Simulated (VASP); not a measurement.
# H17O8F in VASP: a series of runs, part 2 of 2

VASP 6.6.1.

**4. Single point, PBEsol**

INCAR

```
SYSTEM = H17O8F
PREC = Accurate
ENCUT = 520
EDIFF = 1E-6
ISMEAR = -1
SIGMA = 0.02
LREAL = Auto
LASPH = .TRUE.
NELM = 80
ALGO = Normal
ISIF = 2
LWAVE = .FALSE.
LCHARG = .FALSE.
GGA = PS
NBANDS = 55
```

KPOINTS

```
Automatic mesh
0
G
  1 1 1
  0 0 0
```

POSCAR

```
H17O8F
1.0
    6.0294850000      0.0000000000      0.0000000000
    0.0000000000      6.0294850000      0.0000000000
    0.0000000000      0.0000000000      6.0294850000
O H F
8 17 1
Direct
    0.7437948681      0.0083920932      0.9853412024
    0.7567147111      0.6039155915      0.2983836928
    0.3137581402      0.2738874050      0.7996371166
    0.1203253678      0.9496001731      0.1604614656
    0.3583224770      0.6069340914      0.4441341176
    0.8996954135      1.1625039286      0.4815170782
    0.4794273474     -0.0026702115      0.5410909887
    1.0383639730      0.7056821603      0.7863855702
    0.7435958461      0.1667969984      0.9859714387
    0.6542847358     -0.0455428615      0.8570881261
    0.7165122726      0.6068014101      0.1486196582
    0.8701240653      0.4906555037      0.2946852011
    0.2778346741      0.1610419464      0.9256014403
    0.3711593942      0.1620038859      0.6789137049
    0.2012277997      0.8290923686      0.2350449499
    0.0208309665      0.8667572769      0.0387761144
    0.5245721650      0.5790212597      0.4093384427
    0.2792444131      0.4702557515      0.4274826125
    0.9645765766      1.0472370360      0.3700647734
    0.9967186252      1.1569313134      0.6075809128
    0.6373181126      0.0106642607      0.4945364322
    0.4181451650     -0.1449875072      0.4796429546
    0.8937910949      0.6373181126      0.7614580681
    1.1518230827      0.5968005559      0.8467887390
    0.4707367213      0.3940137508      0.8387117639
    0.6196714976      0.4737552212      0.9066777677
```

Potentials or basis: VASP PAW PBE potentials, release 64 (O, H, F).

Started as:

```
$ cat potpaw_PBE.64/O/POTCAR potpaw_PBE.64/H/POTCAR potpaw_PBE.64/F/POTCAR > POTCAR
$ mpirun -np 1 vasp_gam > vasp.out
```

OUTCAR:

```text
SYSTEM = H17O8F
   PREC = Accurate
   ENCUT = 520
   EDIFF = 1E-6
   ISMEAR = -1
   LREAL = Auto
   LASPH = .TRUE.
   NELM = 80
   ISIF = 2
   GGA = PS

 ion  position               nearest neighbor table
   1  0.744  0.008  0.985-   9 0.96  10 1.00
   2  0.757  0.604  0.298-  11 0.94  12 0.97
   3  0.314  0.274  0.800-  13 1.04  14 1.05  25 1.21
   4  0.120  0.950  0.160-  15 0.98  16 1.07
   5  0.358  0.607  0.444-  18 0.96  17 1.04
   6  0.900  0.163  0.482-  20 0.96  19 1.04
   7  0.479  0.997  0.541-  21 1.00  22 1.01
   8  0.038  0.706  0.786-  23 0.98  24 1.02
   9  0.744  0.167  0.986-   1 0.96
  10  0.654  0.954  0.857-   1 1.00
  11  0.717  0.607  0.149-   2 0.94
  12  0.870  0.491  0.295-   2 0.97
  13  0.278  0.161  0.926-   3 1.04
  14  0.371  0.162  0.679-   3 1.05
[... 8 lines left out ...]
  23  0.894  0.637  0.761-   8 0.98
  24  0.152  0.597  0.847-   8 1.02
  25  0.471  0.394  0.839-  26 1.10   3 1.21
  26  0.620  0.474  0.907-  25 1.10

  LATTYP: Found a simple cubic cell.
 ALAT       =     6.0294850000

  Lattice vectors:

 A1 = (   6.0294850000,   0.0000000000,   0.0000000000)
 A2 = (   0.0000000000,   6.0294850000,   0.0000000000)
 A3 = (   0.0000000000,   0.0000000000,   6.0294850000)

Analysis of symmetry for initial positions (statically):
=====================================================================
 Subroutine PRICEL returns:
 Original cell was already a primitive cell.

 Routine SETGRP: Setting up the symmetry group for a
 simple cubic supercell.

 Subroutine GETGRP returns: Found  1 space group operations
 (whereof  1 operations were pure point group operations)
 out of a pool of 48 trial point group operations.

The static configuration has the point symmetry C_1 .

Analysis of symmetry for dynamics (positions and initial velocities):
=====================================================================
 Subroutine PRICEL returns:
 Original cell was already a primitive cell.

 Routine SETGRP: Setting up the symmetry group for a
 simple cubic supercell.

 Subroutine GETGRP returns: Found  1 space group operations
 (whereof  1 operations were pure point group operations)
 out of a pool of 48 trial point group operations.

The dynamic configuration has the point symmetry C_1 .

 Subroutine INISYM returns: Found  1 space group operations
 (whereof  1 operations are pure point group operations),
 and found     1 'primitive' translations

----------------------------------------------------------------------------------------

                                     Primitive cell

  volume of cell :     219.2001

  direct lattice vectors                    reciprocal lattice vectors
     6.029485000  0.000000000  0.000000000     0.165851644  0.000000000  0.000000000
     0.000000000  6.029485000  0.000000000     0.000000000  0.165851644  0.000000000
     0.000000000  0.000000000  6.029485000     0.000000000  0.000000000  0.165851644

  length of vectors
     6.029485000  6.029485000  6.029485000     0.165851644  0.165851644  0.165851644

  position of ions in fractional coordinates (direct lattice)
     0.743794868  0.008392093  0.985341202
     0.756714711  0.603915591  0.298383693
     0.313758140  0.273887405  0.799637117
     0.120325368  0.949600173  0.160461466
     0.358322477  0.606934091  0.444134118
     0.899695413  0.162503929  0.481517078
[... 18 lines left out ...]
     0.470736721  0.394013751  0.838711764
     0.619671498  0.473755221  0.906677768

  ion indices of the primitive-cell ions
   primitive index   ion index
                 1           1
                 2           2
                 3           3
                 4           4
                 5           5
                 6           6
[... 18 lines left out ...]
                25          25
                26          26

----------------------------------------------------------------------------------------

 KPOINTS: Automatic mesh

Automatic generation of k-mesh.
 Grid dimensions read from file:
 generate k-points for:    1    1    1

 Generating k-lattice:

  Cartesian coordinates                     Fractional coordinates (reciprocal lattice)
     0.165851644  0.000000000  0.000000000     1.000000000  0.000000000  0.000000000
     0.000000000  0.165851644  0.000000000     0.000000000  1.000000000  0.000000000
     0.000000000  0.000000000  0.165851644     0.000000000  0.000000000  1.000000000

  Length of vectors
     0.165851644  0.165851644  0.165851644

  Shift w.r.t. Gamma in fractional coordinates (k-lattice)
     0.000000000  0.000000000  0.000000000

 Subroutine IBZKPT returns following result:
 ===========================================

 Found      1 irreducible k-points:

 Following reciprocal coordinates:
            Coordinates               Weight
  0.000000  0.000000  0.000000      1.000000
   k-points           NKPTS =      1   k-points in BZ     NKDIM =      1   number of bands    NBANDS=     55
   number of dos      NEDOS =    301   number of ions     NIONS =     26
   total plane-waves  NPLWV = 110592
   dimension x,y,z NGX =    48 NGY =   48 NGZ =   48
   dimension x,y,z NGXF=    96 NGYF=   96 NGZF=   96
   ions per type =               8  17   1
   NGX,Y,Z   is equivalent  to a cutoff of  13.23, 13.23, 13.23 a.u.
   NGXF,Y,Z  is equivalent  to a cutoff of  26.47, 26.47, 26.47 a.u.
 SYSTEM =  H17O8F
   PREC   = accura    normal or accurate (medium, high low for compatibility)
   ISTART =      0    job   : 0-new  1-cont  2-samecut
   ICHARG =      2    charge: 1-file 2-atom 10-const
   ISPIN  =      1    spin polarized calculation?
   LNONCOLLINEAR =      F non collinear calculations
   LSORBIT =      F    spin-orbit coupling
   LASPH  =      T    aspherical Exc in radial PAW
   ENCUT  =  520.0 eV  38.22 Ry    6.18 a.u.  11.21 11.21 11.21*2*pi/ulx,y,z
   NELM   =     80;   NELMIN=  2; NELMDL= -5     # of ELM steps
   EDIFF  = 0.1E-05   stopping-criterion for ELM
   LREAL  =      T    real-space projection
   EDIFFG = 0.1E-04   stopping-criterion for IOM
   NSW    =      0    number of steps for IOM
   IBRION =     -1    ionic relax: 0-MD 1-quasi-New 2-CG
   NFREE  =      0    steps in history (QN), initial steepest desc. (CG)
   ISIF   =      2    stress and relaxation
   ISYM   =      2    0-nonsym 1-usesym 2-fastsym
   POTIM  = 0.5000    time-step for ionic-motion
   TEBEG  =    0.0;   TEEND  =   0.0 temperature during run
   PSTRESS=    0.0 pullay stress
   NELECT =      72.0000    total number of electrons
   NUPDOWN=      -1.0000    fix difference up-down
   EMIN   =  10.00;   EMAX   =-10.00  energy-range for DOS
   EFERMI =   0.00;   METHOD = LEGACY
   ISMEAR =    -1;   SIGMA  =   0.02  broadening in eV -4-tet -1-fermi 0-gaus
   EFERMI_NEDOS =   21; number of points for ismear=-14 and -15
   IALGO  =     38    algorithm
   IMIX   =      4    mixing-type and parameters
     AMIX     =   0.40;   BMIX     =  1.00
     AMIX_MAG =   1.60;   BMIX_MAG =  1.00
  volume/ion in A,a.u.               =       8.43        56.89
  Fermi-wavevector in a.u.,A,eV,Ry     =   1.129550  2.134540 17.359444  1.275883
  Thomas-Fermi vector in A             =   2.266244
   LORBIT       =      0    0 simple, 1 ext, 2 COOP (PROOUT), +10 PAW based schemes
   GGA     = PS    functional components
   LHFCALC =     F    Hartree Fock is set to
   AEXX    =    0.0000 exact exchange contribution
   IVDW    =     0    specifies the selected vdW correction
   LEPSILON=     F    determine dielectric tensor
   LRPA    =     F    only Hartree local field effects (RPA)
 non-spin polarized calculation
  energy-cutoff  :      520.00
  volume of cell :      219.20
 maximum number of plane-waves:      2944
 NGX is ok and might be reduce to    48
   NGX = 23   NGY = 23   NGZ = 23

 number of electron      71.9999992 magnetization

 Free energy of the ion-electron system (eV)
  ---------------------------------------------------
  ext. energy  EPLUGINS =         0.00000000
  ---------------------------------------------------
  free energy    TOTEN  =      -125.74206781 eV

  energy without entropy =     -125.74206781  energy(sigma->0) =     -125.74206781

 E-fermi :  -2.3087     XC(G=0):  -7.7460

 val. band max:       -2.7967522621   @ k =   0.0000   0.0000   0.0000
 cond. band min:       1.6192188882   @ k =   0.0000   0.0000   0.0000
 fundamental gap:      4.4159711503
 Fermi energy:        -2.3087201368

 k-point     1 :       0.0000    0.0000    0.0000
  band No.  band energies     occupation
      1     -24.4231      2.00000
      2     -22.1936      2.00000
      3     -22.0499      2.00000
      4     -21.3860      2.00000
      5     -21.1956      2.00000
      6     -21.0186      2.00000
[... 40 lines left out ...]
     47       7.9469      0.00000
     48       8.1455      0.00000
 [bands above 48 left out]

------------------------ aborting loop because EDIFF is reached ----------------------------------------

  FORCE on cell =-STRESS in cart. coord.  units (eV):
  Direction    XX          YY          ZZ          XY          YZ          ZX
  --------------------------------------------------------------------------------------
  -------------------------------------------------------------------------------------
  Total        1.0788402     -0.2480061      0.4419218     -0.5413324      0.5857407      1.4201561
  in kB        7.8854599     -1.8127266      3.2300955     -3.9567077      4.2812971     10.3802069
  external PRESSURE =       3.1009429 kB  Pullay stress =       0.0000000 kB

 VOLUME and BASIS-vectors are now :
 -----------------------------------------------------------------------------
  energy-cutoff  :      520.00
  volume of cell :      219.20
      direct lattice vectors                 reciprocal lattice vectors
     6.029485000  0.000000000  0.000000000     0.165851644  0.000000000  0.000000000
     0.000000000  6.029485000  0.000000000     0.000000000  0.165851644  0.000000000
     0.000000000  0.000000000  6.029485000     0.000000000  0.000000000  0.165851644

 POSITION                                       TOTAL-FORCE (eV/Angst)
 -----------------------------------------------------------------------------------
      4.48470      0.05060      5.94110        -0.681880     -1.587825     -0.581230
      4.56260      3.64130      1.79910         0.764485      0.231017      2.107953
      1.89180      1.65140      4.82140        -1.299324     -1.891975      0.893837
      0.72550      5.72560      0.96750        -0.696647     -1.003260     -1.150521
      2.16050      3.65950      2.67790         1.172427      0.383121     -0.403754
      5.42470      0.97981      2.90330        -0.201614     -0.741873     -1.574390
[... 18 lines left out ...]
      2.83830      2.37570      5.05700         0.226464     -0.244425      0.608900
      3.73630      2.85650      5.46680         0.522684      0.473632     -0.213419
 -----------------------------------------------------------------------------------
    total drift:                               -0.005080      0.006600     -0.002760

  FREE ENERGIE OF THE ION-ELECTRON SYSTEM (eV)
  ---------------------------------------------------
  free  energy   TOTEN  =      -125.7420678121 eV

  energy  without entropy=     -125.7420678120  energy(sigma->0) =     -125.74206781
```

It took 33 s on 1 thread of Intel Xeon 6975P-C, shared host; peak memory 0.31 GiB.

Results:

```
Free energy            : -125.7421 eV
Pressure               : 0.3 GPa
Largest force          : 2.917 eV/Å
Band gap on the k mesh : 4.42 eV
```

Forces on the atoms (eV/Å):
```
O   -0.682 -1.588 -0.581
O    0.764  0.231  2.108
O   -1.299 -1.892  0.894
O   -0.697 -1.003 -1.151
O    1.172  0.383 -0.404
O   -0.202 -0.742 -1.574
O    0.277 -0.325 -0.033
O    1.213 -0.230  0.846
H   -0.309  1.101 -0.297
H    0.399  0.714  0.554
H   -1.130  0.321 -2.670
H    0.212 -0.699  0.803
H    0.284  1.259 -0.759
H    0.326 -0.104 -0.259
H    0.204  0.002 -0.012
H    1.113  1.236  1.219
H   -0.698 -0.225 -0.165
H   -0.421 -0.539  0.038
H   -0.025  1.004  0.371
H    0.388 -0.089  0.730
H   -0.057  0.566  0.116
H   -0.165  0.406  0.642
H    0.095 -0.607  0.229
H   -1.512  0.589 -1.042
H    0.226 -0.244  0.609
F    0.523  0.474 -0.213
```

Caveat: the k points lie up to 1.04 Å⁻¹ apart; the PAW data sets were made with another functional, which shifts forces and pressure a little.
